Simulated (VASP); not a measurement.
**MgS (Niningerite): single point with RPBE+D3(BJ)**

The system is MgS (Niningerite).

```
Mg S
1.0
    -0.00499    2.62308    2.66498
     2.52750    0.02993    2.63006
     2.57157    2.63223   -0.01414
Mg S
1 1
Direct
  0.98833 0.01610 0.99630
  0.49830 0.48067 0.51870
```

| Quantity | Value |
| --- | --- |
| Program | VASP 6.6.1 |
| Task | single point |
| Functional | RPBE |
| Dispersion | D3(BJ) |
| Potentials or basis | VASP PAW PBE potentials, release 64 (Mg, S) |
| Cutoff | 520 eV |
| k mesh | 4 × 4 × 4 |
| Occupations | gaussian, width 0.01 eV |
| Spin | no spin polarisation |

- Pressure: -12.9 GPa
- Largest force: 0.347 eV/Å
- Band gap on the k mesh: 2.65 eV, indirect (least direct gap 3.67 eV)
- Dispersion energy per atom: -1.413 eV

Forces on the atoms (eV/Å):
```
Mg  -0.149  0.274 -0.152
S    0.149 -0.274  0.152
```

Stress tensor (GPa, compression positive):
```
-10.67  -0.74   0.93
 -0.74 -12.97  -0.28
  0.93  -0.28 -15.09
```

Levels at points of the mesh, in eV from the valence-band top:
| k point | band 1 | band 2 | band 3 | band 4 | band 5 | band 6 | band 7 | band 8 |
| --- | --- | --- | --- | --- | --- | --- | --- | --- |
| (0.00, 0.00, 0.00) | -12.77 | -0.29 | -0.15 | 0.00 | 3.67 | 7.60 | 7.77 | 8.19 |
| (0.50, 0.00, 0.00) | -11.50 | -4.93 | -0.75 | -0.65 | 4.51 | 6.74 | 7.04 | 10.06 |
| (0.00, 0.50, 0.00) | -11.43 | -4.83 | -0.87 | -0.79 | 4.34 | 6.51 | 6.83 | 10.02 |
| (0.50, 0.50, 0.00) | -11.19 | -4.30 | -1.86 | -1.58 | 2.84 | 4.39 | 11.71 | 12.60 |
| (0.00, 0.00, 0.50) | -11.52 | -4.95 | -0.77 | -0.57 | 4.54 | 6.69 | 7.23 | 10.08 |
| (0.50, 0.00, 0.50) | -11.13 | -4.29 | -2.00 | -1.58 | 2.75 | 4.35 | 11.87 | 12.62 |
| (0.00, 0.50, 0.50) | -11.04 | -4.26 | -1.99 | -1.81 | 2.65 | 4.25 | 12.08 | 12.68 |
| (0.50, 0.50, 0.50) | -11.49 | -4.92 | -0.80 | -0.63 | 4.46 | 6.68 | 7.07 | 10.07 |

It took 13 s on 1 thread of AMD EPYC 7R43 64-Core Processor (Zen 3) (shared host), peak memory 0.14 GiB.

Caveat: the k points lie up to 0.53 Å⁻¹ apart; the PAW data sets were made with another functional, which shifts forces and pressure a little. A k mesh can miss the band edges.
